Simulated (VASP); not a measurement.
Sc4Ta: single point with PBE

Sc4Ta:

```
Sc Ta
1.0
     4.84719    0.00000    0.00000
    -2.42360    4.19779    0.00000
     0.00000    0.00000    6.22892
Sc Ta
4 1
Cartesian
  0.0000 2.7985 4.7459
  0.0000 2.7985 1.4831
  2.4236 1.3993 1.4831
  2.4236 1.3993 4.7459
  0.0000 0.0000 0.0000
```

The cell was built from a structure type or drawn by symmetry, and may not be a known phase.

| Property | Result |
| --- | --- |
| Program | VASP 6.6.1 |
| Task | single point |
| Functional | PBE |
| Potentials or basis | VASP PAW PBE potentials, release 64 (Sc_sv, Ta_pv) |
| Cutoff | 520 eV |
| k mesh | 6 × 6 × 4 |
| Occupations | gaussian, width 0.1 eV |
| Spin | no spin polarisation |
| Dipole correction | no |
| Further INCAR settings | ALGO = Normal; EDIFF = 1e-06; NBANDS = 36 |

| Item | Value |
| --- | --- |
| Pressure | -0.1 GPa |
| Largest force | 0.004 eV/Å |
| Band gap on the k mesh | zero (an odd number of electrons rules out a gap without spin polarisation) |

Forces in eV/Å, atoms in the order of the input:
```
Sc   0.000  0.000  0.004
Sc   0.000  0.000 -0.004
Sc   0.000  0.000 -0.004
Sc   0.000  0.000  0.004
Ta   0.000  0.000  0.000
```

Levels at points of the mesh, in eV from the Fermi level:
```tsv
k point	band 24	band 25	band 26	band 27	band 28	band 29	band 30	band 31
(0.00, 0.00, 0.00)	-1.42	-0.68	-0.64	-0.64	0.16	0.16	0.73	0.76
(0.50, 0.00, 0.00)	-1.22	-0.92	-0.29	-0.13	0.07	0.11	0.31	0.47
(0.00, 0.00, 0.50)	-0.80	-0.80	-0.77	0.11	0.35	0.35	0.60	0.60
(0.50, 0.00, 0.50)	-1.28	-0.45	-0.39	-0.17	0.04	0.13	0.25	0.36
```

It took 44 s on 1 thread of Intel(R) Xeon(R) 6975P-C (Granite Rapids), on a shared host, peak memory 0.28 GiB.

Caveat: spin-orbit coupling is left out, which moves the levels of the heavy elements.
